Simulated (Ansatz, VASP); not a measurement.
SnO2 in VASP and in Ansatz

```xyz
3
Lattice="-0.0507 2.4828 2.4828 2.4828 -0.0507 2.4828 2.4828 2.4828 -0.0507" Properties=species:S:1:pos:R:3 pbc="T T T"
Sn    0.0000    0.0000    0.0000
O     1.2334    1.2334    1.2334
O     3.6816    3.6816    3.6816
```

Change from the starting cell: shear_111 strain -3.0%.

Alike in both runs: task single point; functional r2SCAN; k mesh 8 × 8 × 8; no spin polarisation.

|  | VASP | Ansatz |
| --- | --- | --- |
| version | VASP 6.6.1 | Ansatz 0.2.0 |
| potentials or method | VASP PAW PBE potentials, release 64 (Sn_d, O) | plane waves, PAW |
| plane-wave cutoff (eV) | 520 | 500 |
| occupations | gaussian, width 0.01 eV | fixed |
| valence electrons in the cell | 26 | 26 |

|  | VASP | Ansatz | Ansatz less VASP |
| --- | --- | --- | --- |
| gap on the k mesh at the Fermi level (eV) | 1.20 | 1.18 | -0.022 |
| pressure (GPa) | 9.1 | 7.6 | -1.54 |
| traceless stress, the component that is largest in VASP (GPa) | 0.67 | 0.60 | -0.069 |
| rms of the force components (eV/Å) | 0.006 | 0.000 | -0.0060 |

VASP's potentials were made for PBE, not for r2SCAN. Atom by atom the forces differ by 0.006 eV/Å (rms over components).
